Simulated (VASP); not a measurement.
# Ir (Fm-3m) in VASP: notebook, part 2 of 2

VASP 6.6.1. The steps go on from the part before.

### Step 3. Single point, r2SCAN (equal strain along all axes, cell held: +1.0 %)

POSCAR

```
Ir
1.0
    1.9413096666      1.9413096666      0.0000000000
   -1.9413096666      1.9413096666      0.0000000000
    0.0000000000      0.0000000000      3.8826193332
Ir
2
Direct
    0.0000000000      0.0000000000      0.0000000000
    0.5000000000      0.5000000000      0.5000000000
```

INCAR.step1

```
SYSTEM = Ir
ALGO = Normal ; EDIFF = 1E-4
ENCUT = 520 ; GGA = PE
ISMEAR = 0 ; LASPH = .True.
LCHARG = .False. ; LREAL = .False.
LWAVE = .True. ; NBANDS = 16
NELM = 100 ; PREC = Accurate
SIGMA = 0.1
```

INCAR.step2

```
SYSTEM = Ir
ALGO = Normal ; EDIFF = 1E-6
ENCUT = 520 ; ISIF = 2
ISMEAR = 0 ; ISTART = 1
LASPH = .True. ; LCHARG = .False.
LMIXTAU = .True. ; LREAL = .False.
LWAVE = .False. ; METAGGA = R2SCAN
NBANDS = 16 ; NELM = 100
PREC = Accurate ; SIGMA = 0.1
```

KPOINTS

```
k-points
0
Gamma
  20 20 14
  0 0 0
```

Potentials or basis: VASP PAW PBE potentials, release 64 (Ir).

The run is started by

```console
> cat potpaw_PBE.64/Ir/POTCAR > POTCAR
> cp INCAR.step1 INCAR
> mpirun -np 1 vasp_std > vasp.out
> cp INCAR.step2 INCAR
> mpirun -np 1 vasp_std > vasp.out
```

Run time: 5.5 min. Hardware: 1 thread of AMD EPYC 9R45 (Zen 5), shared host; peak memory 0.28 GiB.

It converged, with:

```yaml
Free_energy: -104.7217 eV
Pressure: -8.3 GPa
Band_gap_on_the_k_mesh: zero (bands 9 and 10 overlap by 3.29 eV)
```

Levels at points of the mesh, in eV from the Fermi level:
```tsv
k point	band 5	band 6	band 7	band 8	band 9	band 10	band 11	band 12	band 13	band 14
(0.00, 0.00, 0.00)	-3.77	-3.77	-1.21	-1.21	0.80	1.50	1.50	1.81	10.63	12.19
(0.50, 0.00, 0.00)	-4.46	-4.46	-2.41	-2.41	-1.28	-1.28	2.88	2.88	12.03	12.03
(0.50, 0.50, 0.00)	0.80	0.80	1.50	1.50	1.50	1.50	1.81	1.81	10.63	10.63
(0.00, 0.00, 0.50)	-3.00	-3.00	-1.79	-1.79	-1.79	-1.79	-0.27	-0.27	18.63	18.63
(0.50, 0.00, 0.50)	-3.92	-3.92	-0.59	-0.59	0.90	0.90	0.90	0.90	7.34	7.34
(0.50, 0.50, 0.50)	-4.79	-4.79	-1.76	-1.76	1.50	1.50	8.42	8.42	9.26	9.26
```

Caveat: the cell differs from its parent crystal (equal strain along all axes, cell held: +1.0 %); the cell stands under tension; the PAW data sets were made with another functional, which shifts forces and pressure a little; spin-orbit coupling is left out, which moves the levels of the heavy elements.

### Step 4. Single point, r2SCAN (equal strain along all axes, cell held: +2.0 %)

POSCAR

```
Ir
1.0
    1.9605305544      1.9605305544      0.0000000000
   -1.9605305544      1.9605305544      0.0000000000
    0.0000000000      0.0000000000      3.9210611088
Ir
2
Direct
    0.0000000000      0.0000000000      0.0000000000
    0.5000000000      0.5000000000      0.5000000000
```

INCAR.step1

```
PREC     = Accurate       # precision mode
ENCUT    = 520            # plane-wave cutoff, eV
ISMEAR   = 0              # smearing method
SIGMA    = 0.1            # smearing width, eV
LREAL    = F              # projectors in reciprocal space
LASPH    = T              # aspherical terms in the spheres
NELM     = 80             # most SCF steps
NBANDS   = 16             # bands
GGA      = PE             # functional
ALGO     = Normal         # electronic algorithm
EDIFF    = 1E-4           # SCF threshold, eV
LWAVE    = T              # write WAVECAR
LCHARG   = F              # write CHGCAR
```

INCAR.step2

```
PREC     = Accurate       # precision mode
ENCUT    = 520            # plane-wave cutoff, eV
EDIFF    = 1E-6           # SCF threshold, eV
ISMEAR   = 0              # smearing method
SIGMA    = 0.1            # smearing width, eV
LREAL    = F              # projectors in reciprocal space
LASPH    = T              # aspherical terms in the spheres
NELM     = 80             # most SCF steps
ALGO     = Normal         # electronic algorithm
ISIF     = 2              # what is computed and relaxed
LWAVE    = F              # write WAVECAR
LCHARG   = F              # write CHGCAR
METAGGA  = R2SCAN         # meta-GGA
LMIXTAU  = T            
NBANDS   = 16             # bands
ISTART   = 1
```

KPOINTS

```
regular mesh
0
Gamma
  20 20 14
```

Potentials or basis: VASP PAW PBE potentials, release 64 (Ir).

The run is started by

```console
> cat potpaw_PBE.64/Ir/POTCAR > POTCAR
> cp INCAR.step1 INCAR
> mpirun -np 1 vasp_std > vasp.out
> cp INCAR.step2 INCAR
> mpirun -np 1 vasp_std > vasp.out
```

OUTCAR:

```text
PREC = Accurate
   ENCUT = 520
   EDIFF = 1E-6
   ISMEAR = 0
   LREAL = F
   LASPH = T
   NELM = 80
   ISIF = 2
   METAGGA = R2SCAN
   ISTART = 1

 ion  position               nearest neighbor table
   1  0.000  0.000  0.000-   2 2.77   2 2.77   2 2.77   2 2.77   2 2.77   2 2.77   2 2.77   2 2.77

   2  0.500  0.500  0.500-   1 2.77   1 2.77   1 2.77   1 2.77   1 2.77   1 2.77   1 2.77   1 2.77

  LATTYP: Found a simple tetragonal cell.
 ALAT       =     2.7726088995
[... 665 lines left out ...]

------------------------ aborting loop because EDIFF is reached ----------------------------------------

  FORCE on cell =-STRESS in cart. coord.  units (eV):
  Direction    XX          YY          ZZ          XY          YZ          ZX
  --------------------------------------------------------------------------------------
  -------------------------------------------------------------------------------------
  Total       -3.2925722     -3.2925722     -3.2747592      0.0000000     -0.0000000      0.0000000
  in kB     -175.0108814   -175.0108814   -174.0640643      0.0000000     -0.0000000      0.0000000
  external PRESSURE =    -174.6952757 kB  Pullay stress =       0.0000000 kB

 VOLUME and BASIS-vectors are now :
 -----------------------------------------------------------------------------
  energy-cutoff  :      520.00
  volume of cell :       30.14
      direct lattice vectors                 reciprocal lattice vectors
     1.960530554  1.960530554  0.000000000     0.255033006  0.255033006  0.000000000
    -1.960530554  1.960530554  0.000000000    -0.255033006  0.255033006  0.000000000
     0.000000000  0.000000000  3.921061109     0.000000000  0.000000000  0.255033006

 POSITION                                       TOTAL-FORCE (eV/Angst)
 -----------------------------------------------------------------------------------
      0.00000      0.00000      0.00000         0.000000     -0.000000      0.000000
      0.00000      1.96053      1.96053        -0.000000      0.000000     -0.000000
 -----------------------------------------------------------------------------------
    total drift:                               -0.000000      0.000000     -0.000000

  FREE ENERGIE OF THE ION-ELECTRON SYSTEM (eV)
  ---------------------------------------------------
  free  energy   TOTEN  =      -104.6503832572 eV

  energy  without entropy=     -104.6416143245  energy(sigma->0) =     -104.64599879
```

OUTCAR.step1:

```text
PREC = Accurate
   ENCUT = 520
   ISMEAR = 0
   LREAL = F
   LASPH = T
[... 697 lines left out ...]
 -----------------------------------------------------------------------------------
      0.00000      0.00000      0.00000        -0.000000     -0.000000      0.000000
      0.00000      1.96053      1.96053         0.000000      0.000000     -0.000000
 -----------------------------------------------------------------------------------
    total drift:                               -0.000000      0.000000     -0.000000

  FREE ENERGIE OF THE ION-ELECTRON SYSTEM (eV)
  ---------------------------------------------------
  free  energy   TOTEN  =       -17.6641086758 eV

  energy  without entropy=      -17.6546534493  energy(sigma->0) =      -17.65938106
```

It took 7.4 min on 1 thread of AMD EPYC 9R45 (Zen 5), shared host; peak memory 0.3 GiB.

What came out:

| Quantity | Value |
| --- | --- |
| Free energy | -104.6504 eV |
| Pressure | -17.5 GPa |
| Band gap on the k mesh | zero (bands 9 and 10 overlap by 3.13 eV) |

Caveat: the cell differs from its parent crystal (equal strain along all axes, cell held: +2.0 %); the cell stands under tension; the PAW data sets were made with another functional, which shifts forces and pressure a little; spin-orbit coupling is left out, which moves the levels of the heavy elements.

### Step 5. Overview

```csv
cell,gap on the mesh (eV),pressure (GPa)
"a = 2.718, b = 2.718, c = 3.844 Å, 2 atoms",none,2.5
"a = 2.745, b = 2.745, c = 3.883 Å, 2 atoms",none,-8.3
"a = 2.773, b = 2.773, c = 3.921 Å, 2 atoms",none,-17.5
```

Alike in all rows: task single point; level r2SCAN; potentials or basis VASP PAW PBE potentials, release 64 (Ir); no spin polarisation; k mesh 20 × 20 × 14; cutoff (eV) 520; smearing gaussian 0.1 eV.

Caveats: the PAW data sets were made with another functional, which shifts forces and pressure a little; spin-orbit coupling is left out, which moves the levels of the heavy elements; the cell stands under tension (at least some runs).

Absolute energies hang on the potentials; compare differences alone.
